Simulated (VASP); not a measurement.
HfB2: single point with PBE

Crystal: HfB2.

```xyz
3
Lattice="3.1400 0.0000 0.0000 -1.5700 2.7193 0.0000 0.0000 0.0000 3.4800" Properties=species:S:1:pos:R:3 pbc="T T T"
Hf    0.0000    0.0000    0.0000
B     1.5700    0.9064    1.7400
B     0.0000    1.8129    1.7400
```

```
Program                : VASP 6.6.1
Task                   : single point
Functional             : PBE
Potentials or basis    : VASP PAW PBE potentials, release 64 (Hf_pv, B)
Cutoff                 : 520 eV
k mesh                 : 7 × 7 × 6
Occupations            : fermi-dirac, width 0.05 eV
Spin                   : non-collinear spin, zero start, spin-orbit coupling
Starting moments       : [[0.0, 0.0, 0.0], [0.0, 0.0, 0.0], [0.0, 0.0, 0.0]] μB
Dipole correction      : no
Further INCAR settings : ALGO = Normal; EDIFF = 1e-07; NBANDS = 29
```

* Pressure: 1.0 GPa
* Net moment: 0.00 μB per cell
* Valence electrons inside the program's atomic spheres: Hf 8.77; B 1.94

Stress tensor (GPa, compression positive):
```
1.09 0.00 0.00
0.00 1.09 0.00
0.00 0.00 0.97
```

Moments on the atoms (μB; x, y, z):
```
Hf  0.00 0.00 0.00
B   0.00 0.00 0.00
B   0.00 0.00 0.00
```

Wall time 58 s on 1 thread of Intel Xeon 6975P-C, with other jobs on the host, peak memory 0.23 GiB.
